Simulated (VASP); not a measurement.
Wanted: the native input for a VASP 6.6.1 run.

| Item | Value |
| --- | --- |
| Task | single point |
| Functional | PBEsol |
| Potentials or basis | VASP PAW PBE potentials, release 64 (Sc_sv, Zn) |
| Cutoff | 520 eV |
| k mesh | 10 × 10 × 10 |
| Occupations | methfessel-paxton, width 0.15 eV |
| Spin | no spin polarisation |
| Dipole correction | no |
| Further INCAR settings | ALGO = Normal; EDIFF = 1e-06; NBANDS = 18 |

The structure of ScZn lies in POSCAR:

```
ScZn
1.0
    3.3500000000      0.0000000000      0.0000000000
    0.0000000000      3.3500000000      0.0000000000
    0.0000000000      0.0000000000      3.3500000000
Sc Zn
1 1
Direct
    0.0059701493      0.0000000000      0.0000000000
    0.5000000000      0.5000000000      0.5000000000
```

The input as run:

INCAR

```
SYSTEM = ScZn
PREC = Accurate
ENCUT = 520
EDIFF = 1E-6
ISMEAR = 1
SIGMA = 0.15
LREAL = .FALSE.
LASPH = .TRUE.
NELM = 60
ALGO = Normal
ISIF = 2
LWAVE = .FALSE.
LCHARG = .FALSE.
GGA = PS
NBANDS = 18
```

KPOINTS

```
Automatic mesh
0
G
  10 10 10
  0 0 0
```

Potentials or basis: VASP PAW PBE potentials, release 64 (Sc_sv, Zn).

Launch:

```bash
$ cat potpaw_PBE.64/Sc_sv/POTCAR potpaw_PBE.64/Zn/POTCAR > POTCAR
$ mpirun -np 1 vasp_std > vasp.out
```

Results of the run:

```yaml
Pressure: -3.1 GPa
Largest_force: 0.069 eV/Å
```

Caveat: the PAW data sets were made with another functional, which shifts forces and pressure a little.

Wall time 34 s on 1 thread of AMD EPYC 9R45 96-Core Processor (Zen 5), on a shared host, peak memory 0.2 GiB.
